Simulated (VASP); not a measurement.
## WC: single point with PBE

Crystal: WC.

```
W C
1.0
    -2.90076   -5.02427    0.00000
     4.35115   -2.51214    0.00000
     0.00000    0.00000    5.69406
W C
8 8
Direct
  0.75009 0.51213 0.00585
  0.75193 0.51947 0.50644
  0.51045 0.00846 0.99951
  0.50023 0.99431 0.51059
  0.27786 0.49482 0.01721
  0.24225 0.49936 0.53800
  0.00787 0.01180 0.01589
  0.99289 0.01362 0.51793
  0.50002 0.67726 0.26025
  0.49359 0.67299 0.75336
  0.24793 0.16430 0.27678
  0.24405 0.16815 0.75644
  0.00592 0.64668 0.25333
  0.98594 0.67378 0.75085
  0.72663 0.19622 0.25332
  0.76099 0.18127 0.77145
```

```yaml
Program: VASP 6.6.1
Task: single point
Functional: PBE
Potentials_or_basis: VASP PAW PBE potentials, release 64 (W_sv, C)
Cutoff: 520 eV
k_mesh: 3 × 3 × 3
Occupations: fermi-dirac, width 0.3 eV
Spin: no spin polarisation
Dipole_correction: no
Further_INCAR_settings: LREAL = Auto; ALGO = Normal; EDIFF = 1e-06; NBANDS = 86
```

The pressure is 11.6 GPa and the largest force is 5.086 eV/Å.

Forces in eV/Å, atoms in the order of the input:
```
W   -0.467 -0.762  0.721
W   -1.245  1.700  0.059
W    0.573  1.533  2.205
W    2.144 -0.840 -0.296
W    2.980  3.208  0.544
W    0.160 -1.071 -4.969
W   -0.588  1.224  0.365
W   -1.118  0.205 -1.430
C   -0.279 -0.186  0.218
C   -0.510 -0.884  0.885
C    0.155 -0.500 -0.992
C   -0.790 -0.623  1.119
C    1.546 -1.177  0.489
C   -0.141 -1.554  1.572
C   -2.565 -0.981  0.725
C    0.145  0.708 -1.213
```

Stress tensor (GPa, compression positive):
```
11.53 -0.60 -0.45
-0.60 15.40 -0.96
-0.45 -0.96  7.96
```

Levels at points of the mesh, in eV from the Fermi level:
```csv
k point,band 68,band 69,band 70,band 71,band 72,band 73,band 74,band 75,band 76,band 77
"(0.00, 0.00, 0.00)",-0.85,-0.79,-0.65,-0.48,-0.12,0.07,0.86,1.01,1.94,1.97
```

Wall time 6.5 min on 1 thread of Intel Xeon 6975P-C (shared host), peak memory 0.35 GiB.

Caveat: the k points lie up to 0.42 Å⁻¹ apart; spin-orbit coupling is left out, which moves the levels of the heavy elements; forces of over 1 eV/Å act on the atoms, so gaps and moduli don't describe the material at rest.
